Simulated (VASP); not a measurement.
Crystal: NiN2.

```
Ni N
1.0
     0.00000    2.26784    2.26784
     2.26784    0.00000    2.26784
     2.26784    2.26784    0.00000
Ni N
1 2
Cartesian
  0.0000 0.0000 0.0000
  1.1339 1.1339 1.1339
  3.4018 3.4018 3.4018
```

```yaml
Program: VASP 6.6.1
Task: relaxation of cell and atoms
Functional: PBE
Potentials_or_basis: VASP PAW PBE potentials, release 64 (Ni, N)
Cutoff: 600 eV
k_mesh: 6 × 6 × 6
Occupations: gaussian, width 0.1 eV
Spin: no spin polarisation
```

At the start: pressure 23.8 GPa; volume 7.78 Å³/atom.

Problem. Where does the relaxation end?

Solution. Over 3 steps the energy falls by 44.5 meV/atom and the volume is 8.43 Å³/atom (+8.4 %); space group Fm-3m (No. 225, to 0.1 Å) before and after.

The path:
```tsv
step	energy change (eV)	largest force (eV/Å)	pressure (GPa)	volume (Å³)
1	0.0000	0.0000	23.83	23.33
2	-0.0082	0.0000	-16.94	27.45
3	-0.1334	0.0000	-0.27	25.29
```

Final structure:
```xyz
3
Lattice="0.0000 2.3297 2.3297 2.3297 0.0000 2.3297 2.3297 2.3297 0.0000" Properties=species:S:1:pos:R:3 pbc="T T T"
Ni    0.0000    0.0000    0.0000
N     1.1649    1.1649    1.1649
N     3.4946    3.4946    3.4946
```

Caveat: the k points lie up to 0.39 Å⁻¹ apart in the final cell, too coarse for converged energies and pressures of a metal; the run has no spin polarisation, though such a crystal can be magnetic.
